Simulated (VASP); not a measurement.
A run of VASP 6.6.1:

The input INCAR:

```
SYSTEM = Cd4Te
PREC = Accurate
ENCUT = 600
EDIFF = 1E-7
ISMEAR = 0
SIGMA = 0.1
LREAL = .FALSE.
LASPH = .TRUE.
NELM = 100
ALGO = Fast
ISIF = 3
LWAVE = .FALSE.
LCHARG = .FALSE.
GGA = PE
IBRION = 2
NSW = 100
EDIFFG = -0.01
```

KPOINTS

```
Automatic mesh
0
G
  8 8 8
  0 0 0
```

File POSCAR:

```
Cd4Te
1.0
    5.4593616109      0.0000000000      0.0000000000
    0.0000000000      5.4593616109      0.0000000000
    0.0000000000      0.0000000000      5.4593616109
Cd Te
4 1
Direct
    0.5000000000      0.5000000000      0.5000000000
    0.0000000000      0.5000000000      0.5000000000
    0.5000000000      0.0000000000      0.5000000000
    0.5000000000      0.5000000000      0.0000000000
    0.0000000000      0.0000000000      0.0000000000
```

Potentials or basis: VASP PAW PBE potentials, release 64 (Cd, Te).

Launch:

```bash
$ cat potpaw_PBE.64/Cd/POTCAR potpaw_PBE.64/Te/POTCAR > POTCAR
$ mpirun -np 1 vasp_std > vasp.out
```

Hardware: 1 thread of Intel(R) Xeon(R) 6975P-C (Granite Rapids), with other jobs on the host.

Task: Estimate the wall time of this run.

Result: Run time: 3.1 min on 1 thread of Intel(R) Xeon(R) 6975P-C (Granite Rapids), with other jobs on the host, peak memory 0.45 GiB. Counts: scf iterations 25, k points 35, ion steps 2.
